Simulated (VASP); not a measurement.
# TiAl (P4/mmm) in VASP: single point with r2SCAN

Aim: the single point of TiAl with r2SCAN.

Program: VASP 6.6.1. These are calculated values, not measurements. Logs are shortened: lines on timing, memory, paths and dates and some standing lists are left out, and cuts for length are marked.

### Step 1. The cell of the first run

The structure is tetragonal, space group P4/mmm (No. 123). Conventional cell: a = 2.812 Å, b = 2.812 Å, c = 4.062 Å, α = 90.00°, β = 90.00°, γ = 90.00°. Within 3.7 Å of Ti (site symmetry 4/mmm) lie 4 Ti at 2.81 Å and 8 Al at 2.84 Å. Within 3.7 Å of Al (site symmetry 4/mmm) lie 4 Al at 2.81 Å and 8 Ti at 2.84 Å.

### Step 2. Single point, r2SCAN

Input file POSCAR:

```
TiAl
1.0
    2.8117028095      0.0000000000      0.0000000000
    0.0000000000      2.8117028095      0.0000000000
    0.0000000000      0.0000000000      4.0618861658
Ti Al
1 1
Direct
    0.0000000000      0.0000000000      0.0000000000
    0.5000000000      0.5000000000      0.5000000000
```

Input file INCAR.step1:

```
SYSTEM = TiAl
ALGO = Normal
EDIFF = 1E-4
ENCUT = 520
GGA = PE
ISMEAR = 0
LASPH = .True.
LCHARG = .False.
LREAL = .False.
LWAVE = .True.
NBANDS = 14
NELM = 60
PREC = Accurate
SIGMA = 0.1
```

Input file INCAR.step2:

```
SYSTEM = TiAl
ALGO = Normal
EDIFF = 1E-6
ENCUT = 520
ISIF = 2
ISMEAR = 0
ISTART = 1
LASPH = .True.
LCHARG = .True.
LELF = .True.
LMIXTAU = .True.
LREAL = .False.
LVHAR = .True.
LWAVE = .False.
METAGGA = R2SCAN
NBANDS = 14
NELM = 60
PREC = Accurate
SIGMA = 0.1
```

Input file KPOINTS:

```
k-points
0
Gamma
  20 20 14
  0 0 0
```

Potentials or basis: VASP PAW PBE potentials, release 64 (Ti_sv, Al).

Run with:

```sh
> cat potpaw_PBE.64/Ti_sv/POTCAR potpaw_PBE.64/Al/POTCAR > POTCAR
> cp INCAR.step1 INCAR
> mpirun -np 1 vasp_std > vasp.out
> cp INCAR.step2 INCAR
> mpirun -np 1 vasp_std > vasp.out
```

OUTCAR:

```text
SYSTEM = TiAl
   EDIFF = 1E-6
   ENCUT = 520
   ISIF = 2
   ISMEAR = 0
   ISTART = 1
   LASPH = .True.
   LREAL = .False.
   METAGGA = R2SCAN
   NELM = 60
   PREC = Accurate

 ion  position               nearest neighbor table
   1  0.000  0.000  0.000-   2 2.84   2 2.84   2 2.84   2 2.84   2 2.84   2 2.84   2 2.84   2 2.84

   2  0.500  0.500  0.500-   1 2.84   1 2.84   1 2.84   1 2.84   1 2.84   1 2.84   1 2.84   1 2.84

  LATTYP: Found a simple tetragonal cell.
 ALAT       =     2.8117028095
 C/A-ratio  =     1.4446356678

  Lattice vectors:

 A1 = (   2.8117028095,   0.0000000000,   0.0000000000)
 A2 = (   0.0000000000,   2.8117028095,   0.0000000000)
 A3 = (   0.0000000000,   0.0000000000,   4.0618861658)

Analysis of symmetry for initial positions (statically):
=====================================================================
 Subroutine PRICEL returns:
 Original cell was already a primitive cell.

 Routine SETGRP: Setting up the symmetry group for a
 simple tetragonal supercell.

 Subroutine GETGRP returns: Found 16 space group operations
 (whereof 16 operations were pure point group operations)
 out of a pool of 16 trial point group operations.

The static configuration has the point symmetry D_4h.

Analysis of symmetry for dynamics (positions and initial velocities):
=====================================================================
 Subroutine PRICEL returns:
 Original cell was already a primitive cell.

 Routine SETGRP: Setting up the symmetry group for a
 simple tetragonal supercell.

 Subroutine GETGRP returns: Found 16 space group operations
 (whereof 16 operations were pure point group operations)
 out of a pool of 16 trial point group operations.

The dynamic configuration has the point symmetry D_4h.

 Subroutine INISYM returns: Found 16 space group operations
 (whereof 16 operations are pure point group operations),
 and found     1 'primitive' translations

----------------------------------------------------------------------------------------

                                     Primitive cell

  volume of cell :      32.1119

  direct lattice vectors                    reciprocal lattice vectors
     2.811702809  0.000000000  0.000000000     0.355656365  0.000000000  0.000000000
     0.000000000  2.811702809  0.000000000     0.000000000  0.355656365  0.000000000
     0.000000000  0.000000000  4.061886166     0.000000000  0.000000000  0.246191045

  length of vectors
     2.811702809  2.811702809  4.061886166     0.355656365  0.355656365  0.246191045

  position of ions in fractional coordinates (direct lattice)
     0.000000000  0.000000000  0.000000000
     0.500000000  0.500000000  0.500000000

  ion indices of the primitive-cell ions
   primitive index   ion index
                 1           1
                 2           2

----------------------------------------------------------------------------------------

 KPOINTS: k-points

Automatic generation of k-mesh.
 Grid dimensions read from file:
 generate k-points for:   20   20   14

 Generating k-lattice:

  Cartesian coordinates                     Fractional coordinates (reciprocal lattice)
     0.017782818  0.000000000  0.000000000     0.050000000  0.000000000  0.000000000
     0.000000000  0.017782818  0.000000000     0.000000000  0.050000000  0.000000000
     0.000000000  0.000000000  0.017585075     0.000000000  0.000000000  0.071428571

  Length of vectors
     0.017782818  0.017782818  0.017585075

  Shift w.r.t. Gamma in fractional coordinates (k-lattice)
     0.000000000  0.000000000  0.000000000

 Subroutine IBZKPT returns following result:
 ===========================================

 Found    528 irreducible k-points:

 Following reciprocal coordinates:
            Coordinates               Weight
  0.000000  0.000000  0.000000      1.000000
  0.050000  0.000000  0.000000      4.000000
  0.100000  0.000000  0.000000      4.000000
  0.150000  0.000000  0.000000      4.000000
  0.200000  0.000000  0.000000      4.000000
  0.250000  0.000000  0.000000      4.000000
[... 16 lines left out ...]
  0.150000  0.100000  0.000000      8.000000
  0.200000  0.100000  0.000000      8.000000
 [... further k-points ...]
   k-points           NKPTS =    528   k-points in BZ     NKDIM =    528   number of bands    NBANDS=     14
   number of dos      NEDOS =    301   number of ions     NIONS =      2
   total plane-waves  NPLWV =  17280
   dimension x,y,z NGX =    24 NGY =   24 NGZ =   30
   dimension x,y,z NGXF=    48 NGYF=   48 NGZF=   60
   ions per type =               1   1
   NGX,Y,Z   is equivalent  to a cutoff of  14.19, 14.19, 12.28 a.u.
   NGXF,Y,Z  is equivalent  to a cutoff of  28.38, 28.38, 24.56 a.u.
 SYSTEM =  TiAl
   PREC   = accura    normal or accurate (medium, high low for compatibility)
   ISTART =      1    job   : 0-new  1-cont  2-samecut
   ICHARG =      0    charge: 1-file 2-atom 10-const
   ISPIN  =      1    spin polarized calculation?
   LNONCOLLINEAR =      F non collinear calculations
   LSORBIT =      F    spin-orbit coupling
   LASPH  =      T    aspherical Exc in radial PAW
   ENCUT  =  520.0 eV  38.22 Ry    6.18 a.u.   5.23  5.23  7.55*2*pi/ulx,y,z
   NELM   =     60;   NELMIN=  2; NELMDL=  0     # of ELM steps
   EDIFF  = 0.1E-05   stopping-criterion for ELM
   LREAL  =      F    real-space projection
   EDIFFG = 0.1E-04   stopping-criterion for IOM
   NSW    =      0    number of steps for IOM
   IBRION =     -1    ionic relax: 0-MD 1-quasi-New 2-CG
   NFREE  =      0    steps in history (QN), initial steepest desc. (CG)
   ISIF   =      2    stress and relaxation
   ISYM   =      2    0-nonsym 1-usesym 2-fastsym
   POTIM  = 0.5000    time-step for ionic-motion
   TEBEG  =    0.0;   TEEND  =   0.0 temperature during run
   PSTRESS=    0.0 pullay stress
   NELECT =      15.0000    total number of electrons
   NUPDOWN=      -1.0000    fix difference up-down
   EMIN   =  10.00;   EMAX   =-10.00  energy-range for DOS
   EFERMI =   0.00;   METHOD = LEGACY
   ISMEAR =     0;   SIGMA  =   0.10  broadening in eV -4-tet -1-fermi 0-gaus
   EFERMI_NEDOS =   21; number of points for ismear=-14 and -15
   IALGO  =     38    algorithm
   IMIX   =      4    mixing-type and parameters
     AMIX     =   0.40;   BMIX     =  1.00
     AMIX_MAG =   1.60;   BMIX_MAG =  1.00
  volume/ion in A,a.u.               =      16.06       108.35
  Fermi-wavevector in a.u.,A,eV,Ry     =   1.270232  2.400390 21.952856  1.613489
  Thomas-Fermi vector in A             =   2.403230
   LORBIT       =      0    0 simple, 1 ext, 2 COOP (PROOUT), +10 PAW based schemes
   METAGGA = R2SCAN    functional components
   LHFCALC =     F    Hartree Fock is set to
   AEXX    =    0.0000 exact exchange contribution
   IVDW    =     0    specifies the selected vdW correction
   LEPSILON=     F    determine dielectric tensor
   LRPA    =     F    only Hartree local field effects (RPA)
 non-spin polarized calculation
 Gauss-broadening in eV      SIGMA  =   0.10
  energy-cutoff  :      520.00
  volume of cell :       32.11
 maximum number of plane-waves:       892
 NGX is ok and might be reduce to    24
   NGX = 11   NGY = 11   NGZ = 15

 number of electron      14.9999999 magnetization

 Free energy of the ion-electron system (eV)
  ---------------------------------------------------
  ext. energy  EPLUGINS =         0.00000000
  ---------------------------------------------------
  free energy    TOTEN  =       -20.59600751 eV

  energy without entropy =      -20.58853912  energy(sigma->0) =      -20.59227331

 E-fermi :   8.4379     XC(G=0): -11.8947

 val. band max:        8.4369291763   @ k =   0.3000   0.2000   0.1429
 cond. band min:       8.4388263533   @ k =   0.3500   0.2500   0.0714
 fundamental gap:      0.0018971770
 Fermi energy:         8.4378779809

 k-point     1 :       0.0000    0.0000    0.0000
  band No.  band energies     occupation
      1     -50.5060      2.00000
      2     -25.8803      2.00000
      3     -25.3886      2.00000
      4     -25.3886      2.00000
      5      -1.1973      2.00000
      6       6.4479      2.00000
      7       7.4676      2.00000
      8       7.9215      2.00000
      9      10.8289      0.00000
     10      10.8289      0.00000
     11      12.1774      0.00000
     12      15.0388      0.00000
     13      17.4303      0.00000
     14      17.4303      0.00000

 k-point     2 :       0.0500    0.0000    0.0000
  band No.  band energies     occupation
      1     -50.5044      2.00000
      2     -25.8787      2.00000
      3     -25.4017      2.00000
      4     -25.3875      2.00000
      5      -1.1448      2.00000
      6       6.4909      2.00000
      7       7.4881      2.00000
      8       7.8821      2.00000
      9      10.8378      0.00000
     10      10.8787      0.00000
     11      12.1244      0.00000
     12      15.0369      0.00000
     13      16.4443      0.00000
     14      17.4994      0.00000

 k-point     3 :       0.1000    0.0000    0.0000
  band No.  band energies     occupation
      1     -50.4998      2.00000
      2     -25.8742      2.00000
      3     -25.4398      2.00000
      4     -25.3843      2.00000
      5      -0.9879      2.00000
      6       6.6145      2.00000
      7       7.5418      2.00000
      8       7.7714      2.00000
      9      10.8636      0.00000
     10      11.0230      0.00000
     11      11.9766      0.00000
     12      15.0094      0.00000
     13      15.2195      0.00000
     14      17.6990      0.00000

 k-point     4 :       0.1500    0.0000    0.0000
  band No.  band energies     occupation
      1     -50.4927      2.00000
      2     -25.8671      2.00000
      3     -25.4988      2.00000
      4     -25.3793      2.00000
      5      -0.7289      2.00000
      6       6.8020      2.00000
      7       7.6007      2.00000
      8       7.6086      2.00000
      9      10.9042      0.00000
     10      11.2506      0.00000
     11      11.7606      0.00000
     12      14.0069      0.00000
     13      15.0282      0.00000
     14      18.0110      0.00000

 k-point     5 :       0.2000    0.0000    0.0000
  band No.  band energies     occupation
      1     -50.4837      2.00000
      2     -25.8582      2.00000
      3     -25.5725      2.00000
      4     -25.3731      2.00000
      5      -0.3708      2.00000
      6       7.0236      2.00000
      7       7.4166      2.00000
      8       7.6060      2.00000
      9      10.9560      0.00000
     10      11.5088      0.00000
     11      11.5494      0.00000
[... 276 lines left out ...]
 k-point    22 :       0.1000    0.1000    0.0000
  band No.  band energies     occupation
      1     -50.4937      2.00000
      2     -25.8682      2.00000
      3     -25.4382      2.00000
      4     -25.4322      2.00000
      5      -0.7804      2.00000
      6       6.7738      2.00000
      7       7.6287      2.00000
      8       7.6847      2.00000
      9      10.5459      0.00000
     10      11.5129      0.00000
     11      11.7442      0.00000
     12      14.8287      0.00000
     13      15.0416      0.00000
     14      16.4251      0.00000

 k-point    23 :       0.1500    0.1000    0.0000
  band No.  band energies     occupation
      1     -50.4866      2.00000
      2     -25.8611      2.00000
      3     -25.4941      2.00000
      4     -25.4297      2.00000
      5      -0.5236      2.00000
      6       6.9501      2.00000
      7       7.5780      2.00000
      8       7.7051      2.00000
      9      10.4426      0.00000
     10      11.5020      0.00000
     11      11.8360      0.00000
     12      13.9967      0.00000
     13      15.0585      0.00000
     14      16.3530      0.00000

 k-point    24 :       0.2000    0.1000    0.0000
  band No.  band energies     occupation
      1     -50.4776      2.00000
      2     -25.8523      2.00000
      3     -25.5673      2.00000
      4     -25.4231      2.00000
      5      -0.1686      2.00000
      6       7.1503      2.00000
      7       7.4372      2.00000
      8       7.7387      2.00000
      9      10.4014      0.00000
     10      11.2358      0.00000
     11      12.1866      0.00000
     12      13.0900      0.00000
     13      15.0718      0.00000
     14      16.5956      0.00000

 [... further k-points ...]
[... 5 lines left out ...]
  --------------------------------------------------------------------------------------
  -------------------------------------------------------------------------------------
  Total        0.0226201      0.0226201      0.0229732      0.0000000     -0.0000000      0.0000000
  in kB        1.1285947      1.1285947      1.1462122      0.0000000     -0.0000000      0.0000000
  external PRESSURE =       1.1344672 kB  Pullay stress =       0.0000000 kB

 VOLUME and BASIS-vectors are now :
 -----------------------------------------------------------------------------
  energy-cutoff  :      520.00
  volume of cell :       32.11
      direct lattice vectors                 reciprocal lattice vectors
     2.811702809  0.000000000  0.000000000     0.355656365  0.000000000  0.000000000
     0.000000000  2.811702809  0.000000000     0.000000000  0.355656365  0.000000000
     0.000000000  0.000000000  4.061886166     0.000000000  0.000000000  0.246191045

 POSITION                                       TOTAL-FORCE (eV/Angst)
 -----------------------------------------------------------------------------------
      0.00000      0.00000      0.00000         0.000000      0.000000      0.000000
      1.40585      1.40585      2.03094         0.000000      0.000000      0.000000
 -----------------------------------------------------------------------------------
    total drift:                               -0.000000      0.000000      0.000000

  FREE ENERGIE OF THE ION-ELECTRON SYSTEM (eV)
  ---------------------------------------------------
  free  energy   TOTEN  =       -20.5960075088 eV

  energy  without entropy=      -20.5885391201  energy(sigma->0) =      -20.59227331
```

Wall time 9.7 min (1 thread of Intel Xeon Platinum 8259CL at 2.50GHz (Skylake/Cascade Lake), shared host); peak memory 0.36 GiB.

What came out:

```
Free energy            : -20.5960 eV
Pressure               : 0.1 GPa
Band gap on the k mesh : zero (an odd number of electrons rules out a gap without spin polarisation)
```

Caveat: the PAW data sets were made with another functional, which shifts forces and pressure a little.
